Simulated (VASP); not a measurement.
## Mg: single point with revPBE

The system is Mg.

```xyz
1
Lattice="0.0000 2.3407 2.3407 2.3407 0.0000 2.3407 2.3407 2.3407 0.0000" Properties=species:S:1:pos:R:3 pbc="T T T"
Mg    0.0000    0.0000    0.0000
```

This cell differs from its parent crystal: volume scaled by 1.08.

```
Program                : VASP 6.6.1
Task                   : single point
Functional             : revPBE
Potentials or basis    : VASP PAW PBE potentials, release 64 (Mg)
Cutoff                 : 520 eV
k mesh                 : 13 × 13 × 13
Occupations            : fermi-dirac, width 0.1 eV
Spin                   : no spin polarisation
Dipole correction      : no
Further INCAR settings : ALGO = Normal; EDIFF = 1e-06; NBANDS = 7
```

- Pressure: -2.4 GPa
- Band gap on the k mesh: zero (band 1 reaches 2.93 eV, above the bottom of band 2 at 1.15 eV)

Levels at points of the mesh, in eV from the Fermi level:
| k point | band 1 | band 2 | band 3 | band 4 | band 5 | band 6 |
| --- | --- | --- | --- | --- | --- | --- |
| (0.00, 0.00, 0.00) | -6.47 | 11.69 | 11.69 | 11.69 | 13.14 | 13.14 |

Run time: 25 s on 1 thread of Intel Xeon 8259CL, on a shared host, peak memory 0.16 GiB.

Caveat: the PAW data sets were made with another functional, which shifts forces and pressure a little.
